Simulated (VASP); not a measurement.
In: single point with PBE

In:

```
CELL_PARAMETERS angstrom
-1.64822 1.69734 2.52498
1.69734 -1.64822 2.52498
1.60436 1.60436 -2.49270
ATOMIC_POSITIONS crystal
In 0.00000 0.00000 0.00000
```

```
Program                : VASP 6.6.1
Task                   : single point
Functional             : PBE
Potentials or basis    : VASP PAW PBE potentials, release 64 (In_d)
Cutoff                 : 520 eV
k mesh                 : 11 × 11 × 14
Occupations            : methfessel-paxton, width 0.3 eV
Spin                   : no spin polarisation
Dipole correction      : no
Further INCAR settings : ALGO = Normal; EDIFF = 1e-06; NBANDS = 12
```

```yaml
Pressure: 0.0 GPa
```

Stress tensor (GPa, compression positive):
```
 0.05 -0.13 -0.26
-0.13  0.05 -0.26
-0.26 -0.26 -0.23
```

Levels at points of the mesh, in eV from the Fermi level:
```tsv
k point	band 3	band 4	band 5	band 6	band 7	band 8	band 9	band 10
(0.00, 0.00, 0.00)	-14.54	-14.49	-14.39	-9.20	9.80	10.05	10.52	11.57
(0.00, 0.00, 0.50)	-14.33	-14.29	-14.23	-1.65	-1.52	3.25	3.64	6.54
```

Wall time 55 s on 1 thread of Intel(R) Xeon(R) 6975P-C (Granite Rapids), on a shared host, peak memory 0.27 GiB.

Caveat: spin-orbit coupling is left out, which moves the levels of the heavy elements.
